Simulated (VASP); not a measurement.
Wanted: the native input for a VASP 6.6.1 run.

```
Task                   : electric field gradients
Functional             : LDA
Potentials or basis    : VASP PAW LDA potentials, release 64 (Zr_sv)
Cutoff                 : 520 eV
k mesh                 : 13 × 13 × 7
Occupations            : fermi-dirac, width 0.03 eV
Spin                   : no spin polarisation
Dipole correction      : no
Further INCAR settings : ALGO = Normal; EDIFF = 1e-08; NBANDS = 19
```

The structure of Zr lies in POSCAR:

```
Zr
1.0
    3.2953868297      0.0000000000      0.0000000000
   -1.6476934148      2.8538887098      0.0000000000
    0.0000000000      0.0000000000      5.2479471970
Zr
2
Direct
    0.3333333333      0.6666666667      0.2500000000
    0.6666666667      0.3333333333      0.7500000000
```

This cell differs from its parent crystal: volume scaled by 1.06.

These files were run (other wordings do the same):

INCAR

```
SYSTEM = Zr
PREC = Accurate
ENCUT = 520
EDIFF = 1E-8
ISMEAR = -1
SIGMA = 0.03
LREAL = .FALSE.
LASPH = .TRUE.
NELM = 100
ALGO = Normal
ISIF = 2
LWAVE = .FALSE.
LCHARG = .FALSE.
LEFG = .TRUE.
NBANDS = 19
```

KPOINTS

```
regular mesh
0
G
  13 13 7
  0 0 0
```

Potentials or basis: VASP PAW LDA potentials, release 64 (Zr_sv).

Run with:

```sh
$ cat potpaw_LDA.64/Zr_sv/POTCAR > POTCAR
$ mpirun -np 1 vasp_std > vasp.out
```

It gave:

* Pressure: -10.4 GPa
* Band gap on the k mesh: zero (band 12 reaches 8.97 eV, above the bottom of band 13 at 7.92 eV)

Caveat: without QUAD_EFG the Cq values of the log hold for a quadrupole moment of 1 mb, not for the nuclei.

It took 44 s on 1 thread of Intel(R) Xeon(R) Platinum 8488C (Sapphire Rapids), with other jobs on the host, peak memory 0.19 GiB.
